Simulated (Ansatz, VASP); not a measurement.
## GaP4: VASP beside Ansatz

Contents of INCAR:

```
SYSTEM = GaP4
ALGO     = Normal         ! electronic algorithm
EDIFF    = 1E-6           ! SCF threshold, eV
ENCUT    = 520            ! plane-wave cutoff, eV
GGA      = PE             ! functional
ISIF     = 2              ! what is computed and relaxed
ISMEAR   = 0              ! smearing method
LASPH    = .True.         ! aspherical terms in the spheres
LCHARG   = .False.        ! write CHGCAR
LREAL    = .False.        ! projectors in reciprocal space
LWAVE    = .False.        ! write WAVECAR
NBANDS   = 24             ! bands
NELM     = 80             ! most SCF steps
PREC     = Accurate       ! precision mode
SIGMA    = 0.1            ! smearing width, eV
```

The input KPOINTS:

```
k-points
0
Gamma
  4 4 4
  0 0 0
```

File POSCAR:

```
GaP4
1.0
    4.9474127600      0.0000000000      0.0000000000
    0.0000000000      4.9474127600      0.0000000000
    0.0000000000      0.0000000000      4.9474127600
Ga P
1 4
Direct
    0.0000000000      0.0000000000      0.0000000000
    0.2437810800      0.7562189200      0.7562189200
    0.7562189200      0.2437810800      0.7562189200
    0.7562189200      0.7562189200      0.2437810800
    0.2437810800      0.2437810800      0.2437810800
```

Input for Ansatz:

```yaml
crystal:
  lattice:
    - [4.94741276, 0.0, 0.0]
    - [0.0, 4.94741276, 0.0]
    - [0.0, 0.0, 4.94741276]
  atoms:
    - { symbol: Ga, position: [0.0, 0.0, 0.0] }
    - { symbol: P, position: [0.24378108, 0.75621892, 0.75621892] }
    - { symbol: P, position: [0.75621892, 0.24378108, 0.75621892] }
    - { symbol: P, position: [0.75621892, 0.75621892, 0.24378108] }
    - { symbol: P, position: [0.24378108, 0.24378108, 0.24378108] }
basis:
  ecutwfc: 420
kpoints:
  mp_grid: { grid: [4, 4, 4] }
hamiltonian:
  xc: pbe
scf:
  occupations: { method: gaussian, width: 0.1 }
  lower_state_search: "off"
output:
  forces: true
  stress: true
  eigenvalues: true
```

Change from the starting cell: species swapped into the SnI4 type (P-43m, No. 215).

Alike in both runs: task single point; functional PBE; k mesh 4 × 4 × 4; occupations gaussian, width 0.1 eV; no spin polarisation.

```csv
,VASP,Ansatz
version,VASP 6.6.1,Ansatz 0.2.0
potentials or method,"VASP PAW PBE potentials, release 64 (Ga_d, P), cutoff 520 eV","scalar-relativistic, plane waves, PAW"
valence electrons in the cell,33,33
```

|  | VASP | Ansatz | Ansatz less VASP |
| --- | --- | --- | --- |
| gap on the k mesh at the Fermi level (eV) | none | none | - |
| pressure (GPa) | 5.2 | 5.4 | +0.17 |
| rms of the force components (eV/Å) | 1.784 | 1.809 | +0.0252 |

Atom by atom the forces differ by 0.025 eV/Å (rms over components). A gap of «none» marks a metal or a gap that the smearing closes. The functional is the same, so the differences come from potentials, cutoffs and numerics.
